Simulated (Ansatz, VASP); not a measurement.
**One calculation of KCl, two programs**

```xyz
2
Lattice="3.8392 0.0000 0.0000 0.0000 3.8392 0.0000 0.0000 0.0000 3.6472" Properties=species:S:1:pos:R:3 pbc="T T T"
K     0.0000    0.0000    0.0000
Cl    1.9196    1.9196    1.8236
```

Change from the starting cell: strain +0.000 along x and y, -0.050 along z, atoms carried along.

Alike in both runs: task single point; functional PBEsol; k mesh 6 × 6 × 6; occupations gaussian, width 0.05 eV; no spin polarisation.

|  | VASP | Ansatz |
| --- | --- | --- |
| version | VASP 6.6.1 | Ansatz 0.2.0 |
| potentials or method | VASP PAW PBE potentials, release 64 (K_sv, Cl), cutoff 520 eV | scalar-relativistic, plane waves, PAW |
| valence electrons in the cell | 16 | 16 |

```tsv
	VASP	Ansatz	Ansatz less VASP
gap on the k mesh at the Fermi level (eV)	4.62	4.63	+0.003
least direct gap on the mesh (eV)	4.81	4.81	+0.003
pressure (GPa)	-0.5	-0.6	-0.03
traceless stress, the component that is largest in VASP (GPa)	1.54	1.54	+0.003
```

VASP's potentials were made for PBE, not for PBEsol. With one functional, cell and mesh, what is left measures potentials, basis and numerics.
